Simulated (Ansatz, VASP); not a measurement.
**Sr: VASP beside Ansatz**

File INCAR:

```
SYSTEM = Sr
ALGO = Fast
EDIFF = 1E-6
ENCUT = 520
GGA = CA
ISIF = 2
ISMEAR = -1
LASPH = .TRUE.
LCHARG = .FALSE.
LREAL = .FALSE.
LWAVE = .FALSE.
NBANDS = 11
NELM = 80
PREC = Accurate
SIGMA = 0.02
```

Contents of KPOINTS:

```
k-points
0
G
  8 8 8
  0 0 0
```

POSCAR

```
Sr
1.0
    0.0000000000      3.0423500000      3.0423500000
    3.0423500000      0.0000000000      3.0423500000
    3.0423500000      3.0423500000      0.0000000000
Sr
1
Direct
    0.0000000000      0.0000000000      0.0000000000
```

File input.yaml:

```yaml
crystal:
  lattice:
    - [0.0, 3.04235, 3.04235]
    - [3.04235, 0.0, 3.04235]
    - [3.04235, 3.04235, 0.0]
  atoms:
    - { symbol: Sr, position: [0.0, 0.0, 0.0] }
kpoints:
  mp_grid: { grid: [8, 8, 8] }
scf:
  occupations: { method: fermi_dirac, width: 0.02 }
hamiltonian:
  xc: lda
  pseudopotentials: { kind: all_electron, lapw: { basis_error: 0.001 } }
output:
  forces: true
  stress: true
  eigenvalues: true
```

Alike in both runs: task single point; functional LDA; k mesh 8 × 8 × 8; occupations fermi-dirac, width 0.02 eV; no spin polarisation.

|  | VASP | Ansatz |
| --- | --- | --- |
| version | VASP 6.6.1 | Ansatz 0.2.0 |
| potentials or method | VASP PAW LDA potentials, release 64 (Sr_sv), cutoff 520 eV | all-electron LAPW, scalar-relativistic |

|  | VASP | Ansatz | Ansatz less VASP |
| --- | --- | --- | --- |
| gap on the k mesh at the Fermi level (eV) | none | none | - |
| pressure (GPa) | -1.6 | -1.6 | 0.00 |

LDA's correlation is that of Perdew and Zunger in VASP and of Perdew and Wang (1992) in Ansatz. A gap of «none» marks a metal or a gap that the smearing closes. Ansatz ran all-electron here, and VASP with PAW potentials.
